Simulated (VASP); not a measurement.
Input of a VASP 6.6.1 run:

Contents of INCAR:

```
SYSTEM = Cd2HgTe3
PREC = Accurate
ENCUT = 520
EDIFF = 1E-6
ISMEAR = 0
SIGMA = 0.1
LREAL = .FALSE.
LASPH = .TRUE.
NELM = 60
ALGO = Normal
ISIF = 2
LWAVE = .FALSE.
LCHARG = .FALSE.
GGA = PE
NBANDS = 36
```

KPOINTS

```
regular mesh
0
G
  12 12 4
  0 0 0
```

File POSCAR:

```
Cd2HgTe3
1.0
    4.6899815346      0.0000000000      0.0000000000
   -2.3449907673      4.0616431523      0.0000000000
    0.0000000000      0.0000000000     11.4734978011
Cd Hg Te
2 1 3
Direct
    0.3333333333      0.6666666667      0.6661046932
    0.6666666667      0.3333333333      0.3333020090
    0.0000000000      0.0000000000      1.0000055609
    0.3333333333      0.6666666667      0.9159841232
    0.6666666667      0.3333333333      0.5835819602
    0.0000000000      0.0000000000      0.2510216534
```

Potentials or basis: VASP PAW PBE potentials, release 64 (Cd, Hg, Te).

The run is started by

```sh
$ cat potpaw_PBE.64/Cd/POTCAR potpaw_PBE.64/Hg/POTCAR potpaw_PBE.64/Te/POTCAR > POTCAR
$ mpirun -np 1 vasp_std > vasp.out
```

(1) Estimate the pressure.

(2) Predict the largest force.

Results:

(1) 0.1 GPa.

(2) 0.004 eV/Å.
